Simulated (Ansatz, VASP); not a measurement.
## Two plane-wave programs on SnTe

INCAR

```
SYSTEM = SnTe
PREC = Accurate
ENCUT = 500
EDIFF = 1E-6
ISMEAR = 0
SIGMA = 0.03
LREAL = .False.
LASPH = .True.
NELM = 120
ALGO = Normal
ISIF = 2
LWAVE = .False.
LCHARG = .False.
GGA = PS
NBANDS = 17
GGA_COMPAT = .False.
```

Contents of KPOINTS:

```
regular mesh
0
Gamma
  10 10 10
  0 0 0
```

POSCAR

```
SnTe
1.0
    0.0000000000      2.9986750000      3.1565000000
    2.9986750000      0.0000000000      3.1565000000
    2.9986750000      2.9986750000      0.0000000000
Sn Te
1 1
Direct
    0.0000000000      0.0000000000      0.0000000000
    0.5000000000      0.5000000000      0.5000000000
```

Input for Ansatz:

```yaml
crystal:
  lattice:
    - [0.0, 2.998675, 3.1565]
    - [2.998675, 0.0, 3.1565]
    - [2.998675, 2.998675, 0.0]
  atoms:
    - { symbol: Sn, position: [0.0, 0.0, 0.0] }
    - { symbol: Te, position: [0.5, 0.5, 0.5] }
basis:
  ecutwfc: 420
kpoints:
  mp_grid: { grid: [10, 10, 10] }
hamiltonian:
  xc: pbesol
scf:
  occupations: { method: gaussian, width: 0.03 }
output:
  forces: true
  stress: true
  eigenvalues: true
```

Change from the starting cell: strain -0.050 along x and y, +0.000 along z, atoms carried along.

Alike in both runs: task single point; functional PBEsol; k mesh 10 × 10 × 10; occupations gaussian, width 0.03 eV; no spin polarisation.

```csv
,VASP,Ansatz
version,VASP 6.6.1,Ansatz 0.2.0
potentials or method,"VASP PAW PBE potentials, release 64 (Sn_d, Te), cutoff 500 eV","scalar-relativistic, plane waves, PAW"
valence electrons in the cell,20,30
```

|  | VASP | Ansatz | Ansatz less VASP |
| --- | --- | --- | --- |
| gap on the k mesh at the Fermi level (eV) | none | none | - |
| pressure (GPa) | 5.6 | 5.5 | -0.01 |
| traceless stress, the component that is largest in VASP (GPa) | -5.57 | -5.57 | +0.004 |

VASP's potentials were made for PBE, not for PBEsol. A gap of «none» marks a metal or a gap that the smearing closes. VASP's potentials hold 20 valence electrons a cell and Ansatz's 30, so a difference there can come from the potentials and not from the codes.

Spin-orbit coupling is off throughout.
